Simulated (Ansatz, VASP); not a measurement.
## Two plane-wave programs on MoS

```
CELL_PARAMETERS angstrom
0.00000 2.44782 2.44782
2.44782 0.00000 2.44782
2.44782 2.44782 0.00000
ATOMIC_POSITIONS crystal
Mo 0.00000 0.00000 0.00000
S 0.50000 0.50000 0.50000
```

Alike in both runs: task single point; functional r2SCAN; k mesh 14 × 14 × 14; occupations gaussian, width 0.1 eV; collinear spin.

|  | VASP | Ansatz |
| --- | --- | --- |
| version | VASP 6.6.1 | Ansatz 0.2.0 |
| potentials or method | VASP PAW PBE potentials, release 64 (Mo_sv, S), cutoff 520 eV | scalar-relativistic, plane waves, PAW |
| valence electrons in the cell | 20 | 20 |

Ansatz gave:

| Property | Result |
| --- | --- |
| gap on the k mesh at the Fermi level (eV) | none |
| pressure (GPa) | 17.4 |
| net moment per atom (μB) | 0.99 |
| size of the moment on the site where the two differ most (μB) | 1.44 |

Q: Which values does VASP return?

A: gap on the k mesh at the Fermi level (eV): none; pressure (GPa): 6.3; net moment per atom (μB): 0.00; size of the moment on the site where the two differ most (μB): 0.00.

The net moments are unlike, so the other rows may belong to different states. VASP's potentials were made for PBE, not for r2SCAN. Site moments also hang on the region over which each program counts them. A gap of «none» marks a metal or a gap that the smearing closes. Ansatz's warnings: stability check not made.
